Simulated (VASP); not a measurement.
C:

```xyz
12
Lattice="2.5072 0.0000 0.0000 -1.2536 2.1713 0.0000 0.0000 0.0000 11.8962" Properties=species:S:1:pos:R:3 pbc="T T T"
C     0.0000    0.0000    7.1592
C     0.0000    0.0000    3.2191
C     1.2536    0.7238    5.1871
C     1.2536    0.7238    9.1327
C     1.2536    0.7238    1.2178
C     0.0000    1.4476   11.1338
C     0.0000    0.0000    4.7370
C     0.0000    0.0000    8.6771
C     1.2536    0.7238    2.7635
C     1.2536    0.7238    6.7091
C     1.2536    0.7238   10.6784
C     0.0000    1.4476    0.7624
```

The cell was built from a structure type or drawn by symmetry, and may not be a known phase.

| Quantity | Value |
| --- | --- |
| Program | VASP 6.6.1 |
| Task | relaxation of cell and atoms |
| Functional | PBE |
| Potentials or basis | VASP PAW PBE potentials, release 64 (C) |
| Cutoff | 600 eV |
| k mesh | 6 × 6 × 2 |
| Occupations | gaussian, width 0.1 eV |
| Spin | no spin polarisation |

At the start: pressure 27.8 GPa; volume 5.40 Å³/atom.

Problem. How do energy, volume and symmetry change on relaxing?

Solution. Over 13 steps the energy falls by 76.1 meV/atom and the volume is 5.71 Å³/atom (+5.7 %); space group P-6m2 (No. 187, to 0.1 Å) before and after.

Step by step:
```
step  energy change (eV)  largest force (eV/Å)  pressure (GPa)  volume (Å³)
   1              0.0000                2.3630           27.85        64.76
   2              1.4240                5.6722          -26.79        73.76
   3             -0.8231                1.1852            2.78        68.08
   4             -0.8265                1.0307            3.97        67.90
   5             -0.6965                1.1982           -8.21        70.06
   6             -0.9068                0.1657           -1.31        68.68
   7             -0.9068                0.1875           -1.17        68.66
   8             -0.9101                0.1454            0.83        68.34
   9             -0.9102                0.1352            0.59        68.38
  10             -0.9121                0.0679            0.45        68.40
  11             -0.9122                0.0996            0.42        68.40
  12             -0.9123                0.0823           -0.33        68.52
  13             -0.9127                0.0095            0.01        68.47
```

Final structure:
```
C
1.0
     2.51636    0.00000    0.00000
    -1.25818    2.17924    0.00000
     0.00000    0.00000   12.48583
C
12
Direct
  0.00000 0.00000 0.60464
  0.00000 0.00000 0.26979
  0.66667 0.33333 0.43730
  0.66667 0.33333 0.77185
  0.66667 0.33333 0.10444
  0.33333 0.66667 0.93715
  0.00000 0.00000 0.39536
  0.00000 0.00000 0.73021
  0.66667 0.33333 0.22815
  0.66667 0.33333 0.56270
  0.66667 0.33333 0.89556
  0.33333 0.66667 0.06285
```

Caveat: the k points lie up to 0.48 Å⁻¹ apart in the final cell.
